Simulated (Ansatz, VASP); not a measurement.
## Two plane-wave programs on MnSb

The input INCAR:

```
SYSTEM = MnSb
ALGO = Normal
EDIFF = 1E-6
ENCUT = 500
GGA = PE
GGA_COMPAT = .False.
ISIF = 2
ISMEAR = -4
ISPIN = 2
LASPH = .True.
LCHARG = .True.
LELF = .True.
LMAXMIX = 4
LORBIT = 11
LREAL = .False.
LVHAR = .True.
LWAVE = .False.
MAGMOM = 4.18 -0.12
NBANDS = 20
NELM = 200
PREC = Accurate
SIGMA = 0.1
```

KPOINTS

```
k-points
0
Gamma
  4 4 4
  0 0 0
```

POSCAR

```
MnSb
1.0
    0.0000000000      2.7950160000      2.7950160000
    2.7950160000      0.0000000000      2.7950160000
    2.7950160000      2.7950160000      0.0000000000
Mn Sb
1 1
Direct
    0.0000000000      0.0000000000      0.0000000000
    0.5000000000      0.5000000000      0.5000000000
```

Input for Ansatz:

```yaml
crystal:
  lattice:
    - [0.0, 2.795016, 2.795016]
    - [2.795016, 0.0, 2.795016]
    - [2.795016, 2.795016, 0.0]
  atoms:
    - { symbol: Mn, position: [0.0, 0.0, 0.0], spin: 4.18 }
    - { symbol: Sb, position: [0.5, 0.5, 0.5], spin: -0.12 }
basis:
  ecutwfc: 420
kpoints:
  mp_grid: { grid: [4, 4, 4] }
hamiltonian:
  xc: pbe
scf:
  occupations: { method: tetrahedron_uncorrected }
  lower_state_search: "off"
output:
  forces: true
  stress: true
  eigenvalues: true
  populations: true
magnetization:
  spin_polarized: true
```

Alike in both runs: task single point; functional PBE; k mesh 4 × 4 × 4; collinear spin.

|  | VASP | Ansatz |
| --- | --- | --- |
| version | VASP 6.6.1 | Ansatz 0.2.0 |
| potentials or method | VASP PAW PBE potentials, release 64 (Mn_pv, Sb), cutoff 500 eV | scalar-relativistic, plane waves, PAW |
| occupations | tetrahedron | tetrahedron-uncorrected |
| valence electrons in the cell | 18 | 30 |

VASP gave:

- gap on the k mesh at the Fermi level (eV): none
- pressure (GPa): -0.1
- net moment per atom (μB): 1.90
- size of the moment on the site where the two differ most (μB): 3.68

Q: Which values does Ansatz return?

A: gap on the k mesh at the Fermi level (eV): none; pressure (GPa): 0.6; net moment per atom (μB): 1.91; size of the moment on the site where the two differ most (μB): 3.74.

Site moments also hang on the region over which each program counts them. A gap of «none» marks a metal or a gap that the smearing closes. VASP's potentials hold 18 valence electrons a cell and Ansatz's 30, so a difference there can come from the potentials and not from the codes. Ansatz's warnings: band table not solved further.

The k mesh is coarse, so the values compare programs but aren't converged. Spin-orbit coupling is off throughout.
